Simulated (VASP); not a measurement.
SnO2:

```
Sn O
1.0
     4.82719    0.00000    0.00000
     0.00000    4.82719    0.00000
     0.00000    0.00000    3.23815
Sn O
2 4
Direct
  0.50000 0.50000 0.50000
  0.00000 0.00000 0.00000
  0.19342 0.80658 0.50000
  0.80658 0.19342 0.50000
  0.30658 0.30658 0.00000
  0.69342 0.69342 0.00000
```

- Program: VASP 6.6.1
- Task: relaxation of cell and atoms
- Functional: r2SCAN
- Potentials or basis: VASP PAW PBE potentials, release 64 (Sn_d, O)
- Cutoff: 600 eV
- k mesh: 6 × 6 × 8
- Occupations: fermi-dirac, width 0.02 eV
- Spin: no spin polarisation

At the start: pressure -6.8 GPa; volume 12.58 Å³/atom.

Where does the relaxation end?

Over 9 steps the energy falls by 9.7 meV/atom and the volume is 12.13 Å³/atom (-3.5 %); space group P4_2/mnm (No. 136, to 0.1 Å) before and after.

The path:
```tsv
step	energy change (eV)	largest force (eV/Å)	pressure (GPa)	volume (Å³)
1	0.0000	0.0119	-6.84	75.45
2	0.0515	0.3538	10.88	69.74
3	-0.0554	0.1281	-0.17	72.98
4	-0.0554	0.1311	-0.03	72.94
5	-0.0579	0.0049	0.05	72.78
6	-0.0579	0.0086	0.07	72.78
7	-0.0579	0.0067	-0.11	72.83
8	-0.0579	0.0072	-0.06	72.82
9	-0.0579	0.0000	0.00	72.80
```

Final structure:
```xyz
6
Lattice="4.7643 0.0000 0.0000 0.0000 4.7643 0.0000 0.0000 0.0000 3.2073" Properties=species:S:1:pos:R:3 pbc="T T T"
Sn    2.3822    2.3822    1.6037
Sn    0.0000    0.0000    3.2073
O     0.9249    3.8394    1.6037
O     3.8394    0.9249    1.6037
O     1.4572    1.4572    0.0000
O     3.3071    3.3071    3.2073
```

Caveat: the PAW data sets were made with another functional, which shifts forces and pressure a little.
